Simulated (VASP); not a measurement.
# HfS2 in VASP: further runs

The runs below take HfS2 through single point, with PBE+D3(BJ).

All numbers are computed with VASP 6.6.1; they aren't measurements. Logs are shortened: lines on timing, memory, paths and dates and some standing lists are left out, and cuts for length are marked.

### 1 The cell of the first run

The cell holds a slab with vacuum, 3 atoms: a = 3.691 Å, b = 3.691 Å, c = 31.825 Å, α = 90.00°, β = 90.00°, γ = 120.00°.

### 2 Single point, PBE+D3(BJ)

Input file INCAR:

```
ALGO     = Normal         # electronic algorithm
DIPOL    = 0.5 0.5 0.500
EDIFF    = 1E-6           # SCF threshold, eV
ENCUT    = 400            # plane-wave cutoff, eV
GGA      = PE             # functional
GGA_COMPAT= False        
IDIPOL   = 3            
ISIF     = 2              # what is computed and relaxed
ISMEAR   = 0              # smearing method
IVDW     = 12             # dispersion correction
LASPH    = True           # aspherical terms in the spheres
LCHARG   = True           # write CHGCAR
LDIPOL   = True         
LELF     = True           # ELF
LREAL    = False          # projectors in reciprocal space
LVACPOTAV= True         
LVHAR    = True         
LWAVE    = False          # write WAVECAR
NBANDS   = 18             # bands
NELM     = 120            # most SCF steps
NELMDL   = -8           
PREC     = Accurate       # precision mode
SIGMA    = 0.02           # smearing width, eV
```

Input file KPOINTS:

```
k-points
0
Gamma
  9 9 1
```

Input file POSCAR:

```
HfS2
1.0
    3.6910000000      0.0000000000      0.0000000000
   -1.8455000000      3.1964997654      0.0000000000
    0.0000000000      0.0000000000     31.8247012176
S Hf
2 1
Direct
    0.6666666667      0.3333333333      0.4578314973
    0.3333333333      0.6666666667      0.5421685027
    0.0000000000      0.0000000000      0.5000000000
```

Potentials or basis: VASP PAW PBE potentials, release 64 (S, Hf_pv).

Started as:

```bash
$ cat potpaw_PBE.64/S/POTCAR potpaw_PBE.64/Hf_pv/POTCAR > POTCAR
$ mpirun -np 1 vasp_std > vasp.out
```

OUTCAR:

```text
EDIFF = 1E-6
   ENCUT = 400
   GGA = PE
   ISIF = 2
   ISMEAR = 0
   IVDW = 12
   LASPH = True
   LREAL = False
   NELM = 120
   NELMDL = -8
   PREC = Accurate
 IVDW          = 12

 ion  position               nearest neighbor table
   1  0.667  0.333  0.458-   3 2.52   3 2.52   3 2.52
   2  0.333  0.667  0.542-   3 2.52   3 2.52   3 2.52
   3  0.000  0.000  0.500-   1 2.52   2 2.52   1 2.52   2 2.52   1 2.52   2 2.52

  LATTYP: Found a hexagonal cell.
 ALAT       =     3.6910000000
 C/A-ratio  =     8.6222436244

  Lattice vectors:

 A1 = (   3.6910000000,   0.0000000000,   0.0000000000)
 A2 = (  -1.8455000000,   3.1964997654,   0.0000000000)
 A3 = (   0.0000000000,   0.0000000000,  31.8247012176)

Analysis of symmetry for initial positions (statically):
=====================================================================
 Subroutine PRICEL returns:
 Original cell was already a primitive cell.

 Routine SETGRP: Setting up the symmetry group for a
 hexagonal supercell.

 Subroutine GETGRP returns: Found 12 space group operations
 (whereof 12 operations were pure point group operations)
 out of a pool of 24 trial point group operations.

The static configuration has the point symmetry D_3d.

Analysis of symmetry for dynamics (positions and initial velocities):
=====================================================================
 Subroutine PRICEL returns:
 Original cell was already a primitive cell.

 Routine SETGRP: Setting up the symmetry group for a
 hexagonal supercell.

 Subroutine GETGRP returns: Found 12 space group operations
 (whereof 12 operations were pure point group operations)
 out of a pool of 24 trial point group operations.

The dynamic configuration has the point symmetry D_3d.

 Subroutine INISYM returns: Found 12 space group operations
 (whereof 12 operations are pure point group operations),
 and found     1 'primitive' translations

----------------------------------------------------------------------------------------

                                     Primitive cell

  volume of cell :     375.4768

  direct lattice vectors                    reciprocal lattice vectors
     3.691000000  0.000000000  0.000000000     0.270929287  0.156421097  0.000000000
    -1.845500000  3.196499765  0.000000000     0.000000000  0.312842194  0.000000000
     0.000000000  0.000000000 31.824701218     0.000000000  0.000000000  0.031422133

  length of vectors
     3.691000000  3.691000000 31.824701218     0.312842194  0.312842194  0.031422133

[... 72 lines left out ...]
   NSW    =      0    number of steps for IOM
   IBRION =     -1    ionic relax: 0-MD 1-quasi-New 2-CG
   NFREE  =      0    steps in history (QN), initial steepest desc. (CG)
   ISIF   =      2    stress and relaxation
   ISYM   =      2    0-nonsym 1-usesym 2-fastsym
   POTIM  = 0.5000    time-step for ionic-motion
   TEBEG  =    0.0;   TEEND  =   0.0 temperature during run
   PSTRESS=    0.0 pullay stress
   NELECT =      22.0000    total number of electrons
   NUPDOWN=      -1.0000    fix difference up-down
   EMIN   =  10.00;   EMAX   =-10.00  energy-range for DOS
   EFERMI =   0.00;   METHOD = LEGACY
   ISMEAR =     0;   SIGMA  =   0.02  broadening in eV -4-tet -1-fermi 0-gaus
   EFERMI_NEDOS =   21; number of points for ismear=-14 and -15
   IALGO  =     38    algorithm
   IMIX   =      4    mixing-type and parameters
     AMIX     =   0.40;   BMIX     =  1.00
     AMIX_MAG =   1.60;   BMIX_MAG =  1.00
  volume/ion in A,a.u.               =     125.16       844.61
  Fermi-wavevector in a.u.,A,eV,Ry     =   0.635850  1.201582  5.500907  0.404305
  Thomas-Fermi vector in A             =   1.700322
   LORBIT       =      0    0 simple, 1 ext, 2 COOP (PROOUT), +10 PAW based schemes
   GGA     = PE    functional components
   LHFCALC =     F    Hartree Fock is set to
   AEXX    =    0.0000 exact exchange contribution
   IVDW    =    12    specifies the selected vdW correction
   LEPSILON=     F    determine dielectric tensor
   LRPA    =     F    only Hartree local field effects (RPA)
 non-spin polarized calculation
 Gauss-broadening in eV      SIGMA  =   0.02
  energy-cutoff  :      400.00
  volume of cell :      375.48
 maximum number of plane-waves:      6906
   NGX = 13   NGY = 13   NGZ =103

 number of electron      22.0000002 magnetization

 dipolmoment           0.000000      0.000000     -0.000000 electrons x Angstroem

 Free energy of the ion-electron system (eV)
  ---------------------------------------------------
  ext. energy  EPLUGINS =         0.00000000
  ---------------------------------------------------
  free energy    TOTEN  =       -22.83620916 eV

  energy without entropy =      -22.83620916  energy(sigma->0) =      -22.83620916

 E-fermi :  -4.6145     XC(G=0):  -2.0376

 val. band max:       -4.8042594167   @ k =   0.0000   0.0000   0.0000
 cond. band min:      -3.1014173016   @ k =   0.4444   0.0000   0.0000
 fundamental gap:      1.7028421151
 Fermi energy:        -4.6145110364

 k-point     1 :       0.0000    0.0000    0.0000
  band No.  band energies     occupation
      1     -35.3176      2.00000
      2     -35.1931      2.00000
      3     -35.1931      2.00000
      4     -17.6097      2.00000
      5     -15.9712      2.00000
      6      -8.5944      2.00000
[... 229 lines left out ...]
      5     -16.1147      2.00000
      6      -8.5283      2.00000
[... 10 lines left out ...]
     17       3.6826      0.00000
     18       4.2885      0.00000

------------------------ aborting loop because EDIFF is reached ----------------------------------------

 Edisp (eV)   -0.67100

 E8    (eV) :    -0.3079

  FORCE on cell =-STRESS in cart. coord.  units (eV):
  Direction    XX          YY          ZZ          XY          YZ          ZX
  --------------------------------------------------------------------------------------
  -------------------------------------------------------------------------------------
  Total       0.13994     0.13994     2.31483    -0.00000     0.00000     0.00000
  in kB       0.59713     0.59713     9.87750    -0.00000     0.00000     0.00000
  external pressure =        3.69 kB  Pullay stress =        0.00 kB

 VOLUME and BASIS-vectors are now :
 -----------------------------------------------------------------------------
  energy-cutoff  :      400.00
  volume of cell :      375.48
      direct lattice vectors                 reciprocal lattice vectors
     3.691000000  0.000000000  0.000000000     0.270929287  0.156421097  0.000000000
    -1.845500000  3.196499765  0.000000000     0.000000000  0.312842194  0.000000000
     0.000000000  0.000000000 31.824701218     0.000000000  0.000000000  0.031422133

 POSITION                                       TOTAL-FORCE (eV/Angst)
 -----------------------------------------------------------------------------------
      1.84550      1.06550     14.57035         0.000000     -0.000000     -0.872220
     -0.00000      2.13100     17.25435         0.000000      0.000000      0.872220
      0.00000      0.00000     15.91235        -0.000000      0.000000      0.000000
 -----------------------------------------------------------------------------------
    total drift:                               -0.000000      0.000000      0.000000

  FREE ENERGIE OF THE ION-ELECTRON SYSTEM (eV)
  ---------------------------------------------------
  free  energy   TOTEN  =       -23.5072077301 eV

  energy  without entropy=      -23.5072077301  energy(sigma->0) =      -23.50720773

 vacuum level on the upper side and lower side of the slab         1.701         1.701
```

OSZICAR:

```text
N       E                     dE             d eps       ncg     rms          rms(c)
DAV:   1     0.107009098707E+03    0.10701E+03   -0.81331E+03   536   0.692E+02
DAV:   2    -0.899457037453E+01   -0.11600E+03   -0.11080E+03   594   0.148E+02
DAV:   3    -0.244921147945E+02   -0.15498E+02   -0.15439E+02   574   0.544E+01
[... 18 lines left out ...]
DAV:  22    -0.228361983641E+02   -0.10693E-04   -0.23311E-07   518   0.165E-03    0.202E-03
DAV:  23    -0.228362051349E+02   -0.67707E-05   -0.16054E-07   460   0.141E-03    0.186E-03
DAV:  24    -0.228362070628E+02   -0.19279E-05   -0.32589E-08   474   0.639E-04    0.250E-04
DAV:  25    -0.228362086816E+02   -0.16189E-05   -0.36471E-08   438   0.523E-04    0.243E-04
DAV:  26    -0.228362091612E+02   -0.47964E-06   -0.54830E-09   462   0.212E-04
   1 F= -.23507208E+02 E0= -.23507208E+02  d E =-.225741E-42
```

stdout:

```text
POSCAR found type information on POSCAR S Hf
 POSCAR found :  2 types and       3 ions
 scaLAPACK will be used
 LDA part: xc-table for (Slater+PW92), standard interpolation
 POSCAR, INCAR and KPOINTS ok, starting setup
 FFT: planning ... GRIDC
 FFT: planning ... GRID_SOFT
 FFT: planning ... GRID
 WAVECAR not read
 entering main loop
 -----------------------------------------------------------------------------
|                                                                             |
|           W    W    AA    RRRRR   N    N  II  N    N   GGGG   !!!           |
|           W    W   A  A   R    R  NN   N  II  NN   N  G    G  !!!           |
|           W    W  A    A  R    R  N N  N  II  N N  N  G       !!!           |
|           W WW W  AAAAAA  RRRRR   N  N N  II  N  N N  G  GGG   !            |
|           WW  WW  A    A  R   R   N   NN  II  N   NN  G    G                |
|           W    W  A    A  R    R  N    N  II  N    N   GGGG   !!!           |
|                                                                             |
|     Did not find any points to average over, which means that no vacuum     |
|     field-free region was found. Please increase the size of  your cell     |
|     in the dimension of the dipole correction to obtain accurate            |
|     workfunction values.                                                    |
|                                                                             |
 -----------------------------------------------------------------------------
```

It took 80 s on 1 thread of Intel Xeon Platinum 8488C (Sapphire Rapids), shared host; peak memory 0.33 GiB.

What came out:

| Property | Result |
| --- | --- |
| Free energy | -23.5072 eV |
| Largest force | 0.872 eV/Å |
| Band gap on the k mesh | 1.70 eV (least direct gap 2.11 eV) |
| Dispersion energy per atom | -0.224 eV |

Forces on the atoms (eV/Å):
```
S    0.000  0.000 -0.872
S    0.000  0.000  0.872
Hf   0.000  0.000  0.000
```

Levels at points of the mesh, in eV from the valence-band top:
| k point | band 9 | band 10 | band 11 | band 12 | band 13 | band 14 |
| --- | --- | --- | --- | --- | --- | --- |
| (0.00, 0.00, 0.00) | -0.59 | 0.00 | 0.00 | 2.11 | 2.11 | 3.20 |

Caveat: spin-orbit coupling is left out, which moves the levels of the heavy elements.

### 3 Single point, PBE+D3(BJ)

Input file INCAR:

```
PREC = Accurate
ENCUT = 400
EDIFF = 1E-6
ISMEAR = 0
SIGMA = 0.02
LREAL = False
LASPH = True
NELM = 120
ALGO = Normal
ISIF = 2
LWAVE = False
LCHARG = False
LDIPOL = True
IDIPOL = 3
DIPOL = 0.5 0.5 0.500
GGA = PE
IVDW = 12
NBANDS = 18
GGA_COMPAT = False
NELMDL = -8
```

Input file KPOINTS:

```
Automatic mesh
0
Gamma
  9 9 1
```

Input file POSCAR:

```
HfS2
1.0
    3.6910000000      0.0000000000      0.0000000000
   -1.8455000000      3.1964997654      0.0000000000
    0.0000000000      0.0000000000     31.8247012176
S Hf
2 1
Direct
    0.6666666667      0.3333333333      0.4554591262
    0.3333333333      0.6666666667      0.5445408738
    0.0000000000      0.0000000000      0.5000000000
```

Potentials or basis: VASP PAW PBE potentials, release 64 (S, Hf_pv).

Started as:

```bash
$ cat potpaw_PBE.64/S/POTCAR potpaw_PBE.64/Hf_pv/POTCAR > POTCAR
$ mpirun -np 1 vasp_std > vasp.out
```

OUTCAR:

```text
PREC = Accurate
   ENCUT = 400
   EDIFF = 1E-6
   ISMEAR = 0
   LREAL = False
   LASPH = True
   NELM = 120
   ISIF = 2
   GGA = PE
   IVDW = 12
   NELMDL = -8
 IVDW          = 12

 ion  position               nearest neighbor table
   1  0.667  0.333  0.455-   3 2.56   3 2.56   3 2.56
   2  0.333  0.667  0.545-   3 2.56   3 2.56   3 2.56
   3  0.000  0.000  0.500-   1 2.56   2 2.56   1 2.56   2 2.56   1 2.56   2 2.56

  LATTYP: Found a hexagonal cell.
 ALAT       =     3.6910000000
 C/A-ratio  =     8.6222436244

  Lattice vectors:

 A1 = (   3.6910000000,   0.0000000000,   0.0000000000)
 A2 = (  -1.8455000000,   3.1964997654,   0.0000000000)
 A3 = (   0.0000000000,   0.0000000000,  31.8247012176)

Analysis of symmetry for initial positions (statically):
=====================================================================
 Subroutine PRICEL returns:
 Original cell was already a primitive cell.

 Routine SETGRP: Setting up the symmetry group for a
 hexagonal supercell.

 Subroutine GETGRP returns: Found 12 space group operations
 (whereof 12 operations were pure point group operations)
 out of a pool of 24 trial point group operations.

The static configuration has the point symmetry D_3d.

Analysis of symmetry for dynamics (positions and initial velocities):
=====================================================================
 Subroutine PRICEL returns:
 Original cell was already a primitive cell.

 Routine SETGRP: Setting up the symmetry group for a
 hexagonal supercell.

 Subroutine GETGRP returns: Found 12 space group operations
 (whereof 12 operations were pure point group operations)
 out of a pool of 24 trial point group operations.

The dynamic configuration has the point symmetry D_3d.

 Subroutine INISYM returns: Found 12 space group operations
 (whereof 12 operations are pure point group operations),
 and found     1 'primitive' translations

----------------------------------------------------------------------------------------

[... 107 lines left out ...]
   LHFCALC =     F    Hartree Fock is set to
   AEXX    =    0.0000 exact exchange contribution
   IVDW    =    12    specifies the selected vdW correction
   LEPSILON=     F    determine dielectric tensor
   LRPA    =     F    only Hartree local field effects (RPA)
 non-spin polarized calculation
 Gauss-broadening in eV      SIGMA  =   0.02
  energy-cutoff  :      400.00
  volume of cell :      375.48
 maximum number of plane-waves:      6906
   NGX = 13   NGY = 13   NGZ =103

 dipolmoment           0.000000      0.000000      0.000000 electrons x Angstroem

 number of electron      22.0000002 magnetization

 dipolmoment           0.000000      0.000000     -0.000000 electrons x Angstroem

 Free energy of the ion-electron system (eV)
  ---------------------------------------------------
  ext. energy  EPLUGINS =         0.00000000
  ---------------------------------------------------
  free energy    TOTEN  =       -22.91083252 eV

  energy without entropy =      -22.91083252  energy(sigma->0) =      -22.91083252

 E-fermi :  -4.6018     XC(G=0):  -2.0644

 val. band max:       -4.7790011297   @ k =   0.0000   0.0000   0.0000
 cond. band min:      -3.2883878723   @ k =   0.4444   0.0000   0.0000
 fundamental gap:      1.4906132574
 Fermi energy:        -4.6017806839

 k-point     1 :       0.0000    0.0000    0.0000
  band No.  band energies     occupation
      1     -35.4474      2.00000
      2     -35.3367      2.00000
      3     -35.3367      2.00000
      4     -17.4257      2.00000
      5     -16.0213      2.00000
      6      -8.5966      2.00000
[... 229 lines left out ...]
      5     -16.0377      2.00000
      6      -8.3934      2.00000
[... 10 lines left out ...]
     17       3.2600      0.00000
     18       4.3429      0.00000

------------------------ aborting loop because EDIFF is reached ----------------------------------------

 vacuum level on the upper side and lower side of the slab       (xc-potential included)        -0.006        -0.006

 Edisp (eV)   -0.66082

 E8    (eV) :    -0.3033

  FORCE on cell =-STRESS in cart. coord.  units (eV):
  Direction    XX          YY          ZZ          XY          YZ          ZX
  --------------------------------------------------------------------------------------
  -------------------------------------------------------------------------------------
  Total      -1.50590    -1.50590    -0.05086     0.00000    -0.00000     0.00000
  in kB      -6.42575    -6.42575    -0.21701     0.00000    -0.00000     0.00000
  external pressure =       -4.36 kB  Pullay stress =        0.00 kB

 VOLUME and BASIS-vectors are now :
 -----------------------------------------------------------------------------
  energy-cutoff  :      400.00
  volume of cell :      375.48
      direct lattice vectors                 reciprocal lattice vectors
     3.691000000  0.000000000  0.000000000     0.270929287  0.156421097  0.000000000
    -1.845500000  3.196499765  0.000000000     0.000000000  0.312842194  0.000000000
     0.000000000  0.000000000 31.824701218     0.000000000  0.000000000  0.031422133

 POSITION                                       TOTAL-FORCE (eV/Angst)
 -----------------------------------------------------------------------------------
      1.84550      1.06550     14.49485         0.000000     -0.000000      0.009136
     -0.00000      2.13100     17.32985         0.000000      0.000000     -0.009136
      0.00000      0.00000     15.91235        -0.000000      0.000000      0.000000
 -----------------------------------------------------------------------------------
    total drift:                               -0.000000     -0.000000     -0.000000

  FREE ENERGIE OF THE ION-ELECTRON SYSTEM (eV)
  ---------------------------------------------------
  free  energy   TOTEN  =       -23.5716537397 eV

  energy  without entropy=      -23.5716537397  energy(sigma->0) =      -23.57165374

 vacuum level on the upper side and lower side of the slab         1.707         1.707
```

Wall time 80 s (1 thread of Intel Xeon Platinum 8488C (Sapphire Rapids), shared host); peak memory 0.33 GiB.

Results:

```
Free energy                : -23.5717 eV
Largest force              : 0.009 eV/Å
Band gap on the k mesh     : 1.49 eV (least direct gap 2.11 eV)
Dispersion energy per atom : -0.220 eV
```

Forces in eV/Å, atoms in the order of the input:
```
S    0.000  0.000  0.009
S    0.000  0.000 -0.009
Hf   0.000  0.000  0.000
```

Caveat: spin-orbit coupling is left out, which moves the levels of the heavy elements.

### 4 Single point, PBE+D3(BJ)

Input file INCAR:

```
PREC = Accurate
ENCUT = 400
EDIFF = 1E-6
ISMEAR = 0
SIGMA = 0.02
LREAL = F
LASPH = T
NELM = 120
ALGO = Normal
ISIF = 2
LWAVE = F
LCHARG = F
LDIPOL = T
IDIPOL = 3
DIPOL = 0.5 0.5 0.500
GGA = PE
IVDW = 12
NBANDS = 18
GGA_COMPAT = F
NELMDL = -8
```

Input file KPOINTS:

```
regular mesh
0
Gamma
  9 9 1
```

Input file POSCAR:

```
HfS2
1.0
    3.6910000000      0.0000000000      0.0000000000
   -1.8455000000      3.1964997654      0.0000000000
    0.0000000000      0.0000000000     31.8247012176
S Hf
2 1
Direct
    0.6666666667      0.3333333333      0.4530867552
    0.3333333333      0.6666666667      0.5469132448
    0.0000000000      0.0000000000      0.5000000000
```

Started as:

```bash
$ cat potpaw_PBE.64/S/POTCAR potpaw_PBE.64/Hf_pv/POTCAR > POTCAR
$ mpirun -np 1 vasp_std > vasp.out
```

It took 75 s on 1 thread of Intel Xeon Platinum 8488C (Sapphire Rapids), shared host; peak memory 0.33 GiB.

It converged, with:

* Free energy: -23.5070 eV
* Largest force: 0.837 eV/Å
* Band gap on the k mesh: 1.28 eV (least direct gap 2.08 eV)
* Dispersion energy per atom: -0.217 eV

Forces in eV/Å, atoms in the order of the input:
```
S    0.000  0.000  0.837
S    0.000  0.000 -0.837
Hf   0.000  0.000  0.000
```

Levels at points of the mesh, in eV from the valence-band top:
| k point | band 7 | band 8 | band 9 | band 10 | band 11 | band 12 | band 13 | band 14 | band 15 | band 16 |
| --- | --- | --- | --- | --- | --- | --- | --- | --- | --- | --- |
| (0.00, 0.00, 0.00) | -2.36 | -2.36 | -0.82 | 0.00 | 0.00 | 2.08 | 2.08 | 2.66 | 5.16 | 5.41 |

Caveat: spin-orbit coupling is left out, which moves the levels of the heavy elements.

[end of part 1 of 2]
